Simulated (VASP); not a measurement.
# ScAu2 (I4/mmm) in VASP: single point with LDA

Aim: the single point of ScAu2 with LDA.

Everything below comes from runs of VASP 6.6.1. Logs are shortened: lines on timing, memory, paths and dates and some standing lists are left out, and cuts for length are marked.

### 1 The cell of the first run

The structure is tetragonal, space group I4/mmm (No. 139). The conventional cell has a = 3.544 Å, b = 3.544 Å, c = 8.777 Å, α = 90.00°, β = 90.00°, γ = 90.00°. Sc (site symmetry 4/mmm) has 10 Au at 2.89 to 2.96 Å and 4 Sc at 3.54 Å within 3.8 Å. Au (site symmetry 4mm) has 9 Au at 2.86 to 3.54 Å and 5 Sc at 2.89 to 2.96 Å within 3.8 Å.

### 2 Single point, LDA

File INCAR:

```
  ALGO = Normal
  EDIFF = 1E-6
  ENCUT = 520
  ISIF = 2
  ISMEAR = 0
  LASPH = True
  LCHARG = False
  LREAL = False
  LWAVE = False
  NBANDS = 24
  NELM = 60
  PREC = Accurate
  SIGMA = 0.15
```

File KPOINTS:

```
k-points
0
Gamma
  11 11 11
```

File POSCAR:

```
ScAu2
1.0
   -1.7720900000      1.7720900000      4.3885100000
    1.7720900000     -1.7720900000      4.3885100000
    1.7720900000      1.7720900000     -4.3885100000
Sc Au
1 2
Direct
    0.0000000000      0.0000000000      0.0000000000
    0.6631100000      0.6631100000      0.0000000000
    0.3368900000      0.3368900000      0.0000000000
```

Potentials or basis: VASP PAW LDA potentials, release 64 (Sc_sv, Au).

The run is started by

```
$ cat potpaw_LDA.64/Sc_sv/POTCAR potpaw_LDA.64/Au/POTCAR > POTCAR
$ mpirun -np 1 vasp_std > vasp.out
```

OUTCAR:

```text
EDIFF = 1E-6
   ENCUT = 520
   ISIF = 2
   ISMEAR = 0
   LASPH = True
   LREAL = False
   NELM = 60
   PREC = Accurate

 ion  position               nearest neighbor table
   1  0.000  0.000  0.000-   2 2.89   2 2.89   2 2.89   3 2.89   2 2.89   3 2.89   3 2.89   3 2.89
                             2 2.96   3 2.96
   2  0.663  0.663  0.000-   3 2.86   1 2.89   1 2.89   1 2.89   1 2.89   3 2.93   3 2.93   3 2.93
                             3 2.93   1 2.96
   3  0.337  0.337  0.000-   2 2.86   1 2.89   1 2.89   1 2.89   1 2.89   2 2.93   2 2.93   2 2.93
                             2 2.93   1 2.96

  LATTYP: Found a body centered tetragonal cell.
 ALAT       =     3.5441800000
 C/A-ratio  =     2.4764599992

  Lattice vectors:

 A1 = (  -1.7720900000,   1.7720900000,   4.3885100000)
 A2 = (   1.7720900000,  -1.7720900000,   4.3885100000)
 A3 = (   1.7720900000,   1.7720900000,  -4.3885100000)

Analysis of symmetry for initial positions (statically):
=====================================================================
 Subroutine PRICEL returns:
 Original cell was already a primitive cell.

 Routine SETGRP: Setting up the symmetry group for a
 body centered tetragonal supercell.

 Subroutine GETGRP returns: Found 16 space group operations
 (whereof 16 operations were pure point group operations)
 out of a pool of 16 trial point group operations.

The static configuration has the point symmetry D_4h.

Analysis of symmetry for dynamics (positions and initial velocities):
=====================================================================
 Subroutine PRICEL returns:
 Original cell was already a primitive cell.

 Routine SETGRP: Setting up the symmetry group for a
 body centered tetragonal supercell.

 Subroutine GETGRP returns: Found 16 space group operations
 (whereof 16 operations were pure point group operations)
 out of a pool of 16 trial point group operations.

The dynamic configuration has the point symmetry D_4h.

 Subroutine INISYM returns: Found 16 space group operations
 (whereof 16 operations are pure point group operations),
 and found     1 'primitive' translations

----------------------------------------------------------------------------------------

                                     Primitive cell

  volume of cell :      55.1250

  direct lattice vectors                    reciprocal lattice vectors
    -1.772090000  1.772090000  4.388510000     0.000000000  0.282152712  0.113933886
     1.772090000 -1.772090000  4.388510000     0.282152712  0.000000000  0.113933886
     1.772090000  1.772090000 -4.388510000     0.282152712  0.282152712  0.000000000

  length of vectors
     5.053674500  5.053674500  5.053674500     0.304287830  0.304287830  0.399024192

  position of ions in fractional coordinates (direct lattice)
     0.000000000  0.000000000  0.000000000
     0.663110000  0.663110000  0.000000000
     0.336890000  0.336890000  0.000000000

  ion indices of the primitive-cell ions
   primitive index   ion index
                 1           1
                 2           2
                 3           3

----------------------------------------------------------------------------------------

 KPOINTS: k-points

Automatic generation of k-mesh.
 Grid dimensions read from file:
 generate k-points for:   11   11   11

 Generating k-lattice:

  Cartesian coordinates                     Fractional coordinates (reciprocal lattice)
     0.000000000  0.025650247  0.010357626     0.090909091  0.000000000  0.000000000
     0.025650247  0.000000000  0.010357626     0.000000000  0.090909091  0.000000000
     0.025650247  0.025650247  0.000000000     0.000000000  0.000000000  0.090909091

  Length of vectors
     0.027662530  0.027662530  0.036274927

  Shift w.r.t. Gamma in fractional coordinates (k-lattice)
     0.000000000  0.000000000  0.000000000

 Subroutine IBZKPT returns following result:
 ===========================================

 Found    126 irreducible k-points:

 Following reciprocal coordinates:
            Coordinates               Weight
  0.000000  0.000000  0.000000      1.000000
  0.090909 -0.000000  0.000000      8.000000
  0.181818  0.000000  0.000000      8.000000
  0.272727  0.000000  0.000000      8.000000
  0.363636 -0.000000  0.000000      8.000000
  0.454545 -0.000000  0.000000      8.000000
[... 16 lines left out ...]
 -0.272727  0.181818  0.000000     16.000000
 -0.181818  0.181818  0.000000      4.000000
 [... further k-points ...]
   k-points           NKPTS =    126   k-points in BZ     NKDIM =    126   number of bands    NBANDS=     24
   number of dos      NEDOS =    301   number of ions     NIONS =      3
   total plane-waves  NPLWV =  64000
   dimension x,y,z NGX =    40 NGY =   40 NGZ =   40
   dimension x,y,z NGXF=    80 NGYF=   80 NGZF=   80
   ions per type =               1   2
   NGX,Y,Z   is equivalent  to a cutoff of  13.16, 13.16, 13.16 a.u.
   NGXF,Y,Z  is equivalent  to a cutoff of  26.32, 26.32, 26.32 a.u.
 SYSTEM =  unknown system
   PREC   = accura    normal or accurate (medium, high low for compatibility)
   ISTART =      0    job   : 0-new  1-cont  2-samecut
   ICHARG =      2    charge: 1-file 2-atom 10-const
   ISPIN  =      1    spin polarized calculation?
   LNONCOLLINEAR =      F non collinear calculations
   LSORBIT =      F    spin-orbit coupling
   LASPH  =      T    aspherical Exc in radial PAW
   ENCUT  =  520.0 eV  38.22 Ry    6.18 a.u.   9.40  9.40  9.40*2*pi/ulx,y,z
   NELM   =     60;   NELMIN=  2; NELMDL= -5     # of ELM steps
   EDIFF  = 0.1E-05   stopping-criterion for ELM
   LREAL  =      F    real-space projection
   EDIFFG = 0.1E-04   stopping-criterion for IOM
   NSW    =      0    number of steps for IOM
   IBRION =     -1    ionic relax: 0-MD 1-quasi-New 2-CG
   NFREE  =      0    steps in history (QN), initial steepest desc. (CG)
   ISIF   =      2    stress and relaxation
   ISYM   =      2    0-nonsym 1-usesym 2-fastsym
   POTIM  = 0.5000    time-step for ionic-motion
   TEBEG  =    0.0;   TEEND  =   0.0 temperature during run
   PSTRESS=    0.0 pullay stress
   NELECT =      33.0000    total number of electrons
   NUPDOWN=      -1.0000    fix difference up-down
   EMIN   =  10.00;   EMAX   =-10.00  energy-range for DOS
   EFERMI =   0.00;   METHOD = LEGACY
   ISMEAR =     0;   SIGMA  =   0.15  broadening in eV -4-tet -1-fermi 0-gaus
   EFERMI_NEDOS =   21; number of points for ismear=-14 and -15
   IALGO  =     38    algorithm
   IMIX   =      4    mixing-type and parameters
     AMIX     =   0.40;   BMIX     =  1.00
     AMIX_MAG =   1.60;   BMIX_MAG =  1.00
  volume/ion in A,a.u.               =      18.38       124.00
  Fermi-wavevector in a.u.,A,eV,Ry     =   1.379738  2.607327 25.901094  1.903677
  Thomas-Fermi vector in A             =   2.504680
   LORBIT       =      0    0 simple, 1 ext, 2 COOP (PROOUT), +10 PAW based schemes
   GGA     = CA    functional components
   LHFCALC =     F    Hartree Fock is set to
   AEXX    =    0.0000 exact exchange contribution
   IVDW    =     0    specifies the selected vdW correction
   LEPSILON=     F    determine dielectric tensor
   LRPA    =     F    only Hartree local field effects (RPA)
 non-spin polarized calculation
 Gauss-broadening in eV      SIGMA  =   0.15
  energy-cutoff  :      520.00
  volume of cell :       55.13
 maximum number of plane-waves:      1509
 NGX is ok and might be reduce to    40
   NGX = 19   NGY = 19   NGZ = 19

 number of electron      33.0000000 magnetization

 Free energy of the ion-electron system (eV)
  ---------------------------------------------------
  ext. energy  EPLUGINS =         0.00000000
  ---------------------------------------------------
  free energy    TOTEN  =       -18.16099778 eV

  energy without entropy =      -18.14677393  energy(sigma->0) =      -18.15388586

 E-fermi :   7.6196     XC(G=0): -12.1731

 val. band max:        7.6148217907   @ k =   0.3636   0.2727   0.0000
 cond. band min:       7.6856100424   @ k =  -0.3636   0.3636   0.3636
 fundamental gap:      0.0707882517
 Fermi energy:         7.6195863321

 k-point     1 :       0.0000    0.0000    0.0000
  band No.  band energies     occupation
      1     -41.5779      2.00000
      2     -20.5370      2.00000
      3     -20.5167      2.00000
      4     -20.5167      2.00000
      5      -1.0537      2.00000
      6       1.8569      2.00000
[... 16 lines left out ...]
     23      17.0112      0.00000
     24      17.0112      0.00000

 k-point     2 :       0.0909   -0.0000    0.0000
  band No.  band energies     occupation
      1     -41.5772      2.00000
      2     -20.5362      2.00000
      3     -20.5253      2.00000
      4     -20.5161      2.00000
      5      -0.9119      2.00000
      6       1.8701      2.00000
[... 16 lines left out ...]
     23      15.2113      0.00000
     24      16.6147      0.00000

 k-point     3 :       0.1818    0.0000    0.0000
  band No.  band energies     occupation
      1     -41.5754      2.00000
      2     -20.5482      2.00000
      3     -20.5337      2.00000
      4     -20.5145      2.00000
      5      -0.5031      2.00000
      6       1.8486      2.00000
[... 16 lines left out ...]
     23      13.5223      0.00000
     24      15.5798      0.00000
[... 514 lines left out ...]
 k-point    23 :      -0.2727    0.1818    0.0000
  band No.  band energies     occupation
      1     -41.5710      2.00000
      2     -20.5747      2.00000
      3     -20.5426      2.00000
      4     -20.5273      2.00000
      5       0.2998      2.00000
      6       1.8469      2.00000
[... 16 lines left out ...]
     23      13.3482      0.00000
     24      14.8603      0.00000

 k-point    24 :      -0.1818    0.1818    0.0000
  band No.  band energies     occupation
      1     -41.5732      2.00000
      2     -20.5468      2.00000
      3     -20.5440      2.00000
      4     -20.5301      2.00000
      5      -0.1676      2.00000
      6       2.0387      2.00000
[... 16 lines left out ...]
     23      13.5544      0.00000
     24      15.0205      0.00000

 [... further k-points ...]

------------------------ aborting loop because EDIFF is reached ----------------------------------------

  FORCE on cell =-STRESS in cart. coord.  units (eV):
  Direction    XX          YY          ZZ          XY          YZ          ZX
  --------------------------------------------------------------------------------------
  -------------------------------------------------------------------------------------
  Total       -2.4237923     -2.4237923     -2.7958073      0.0000000      0.0000000      0.0000000
  in kB      -70.4461637    -70.4461637    -81.2585722      0.0000000      0.0000000      0.0000000
  external PRESSURE =     -74.0502999 kB  Pullay stress =       0.0000000 kB

 VOLUME and BASIS-vectors are now :
 -----------------------------------------------------------------------------
  energy-cutoff  :      520.00
  volume of cell :       55.13
      direct lattice vectors                 reciprocal lattice vectors
    -1.772090000  1.772090000  4.388510000     0.000000000  0.282152712  0.113933886
     1.772090000 -1.772090000  4.388510000     0.282152712  0.000000000  0.113933886
     1.772090000  1.772090000 -4.388510000     0.282152712  0.282152712  0.000000000

 POSITION                                       TOTAL-FORCE (eV/Angst)
 -----------------------------------------------------------------------------------
      0.00000      0.00000      0.00000         0.000000      0.000000      0.000000
      0.00000      0.00000      5.82013         0.000000      0.000000      0.019175
      0.00000      0.00000      2.95689        -0.000000     -0.000000     -0.019175
 -----------------------------------------------------------------------------------
    total drift:                                0.000000      0.000000     -0.000000

  FREE ENERGIE OF THE ION-ELECTRON SYSTEM (eV)
  ---------------------------------------------------
  free  energy   TOTEN  =       -18.1609977846 eV

  energy  without entropy=      -18.1467739320  energy(sigma->0) =      -18.15388586
```

It took 7.4 min on 1 thread of Intel Xeon Platinum 8375C at 2.90GHz (Ice Lake), shared host; peak memory 0.3 GiB.

Results:

```
Free energy            : -18.1610 eV
Pressure               : -7.4 GPa
Largest force          : 0.019 eV/Å
Band gap on the k mesh : zero (an odd number of electrons rules out a gap without spin polarisation)
```

Forces on the atoms (eV/Å):
```
Sc   0.000  0.000  0.000
Au   0.000  0.000  0.019
Au   0.000  0.000 -0.019
```

Levels at points of the mesh, in eV from the Fermi level:
```tsv
k point	band 13	band 14	band 15	band 16	band 17	band 18	band 19	band 20
(0.00, 0.00, 0.00)	-4.31	-4.31	-3.22	-0.83	1.12	1.27	1.27	2.37
```

Caveat: the cell stands under tension; spin-orbit coupling is left out, which moves the levels of the heavy elements.

The gap in the log of VASP goes by the Fermi energy; the results here count the filled bands.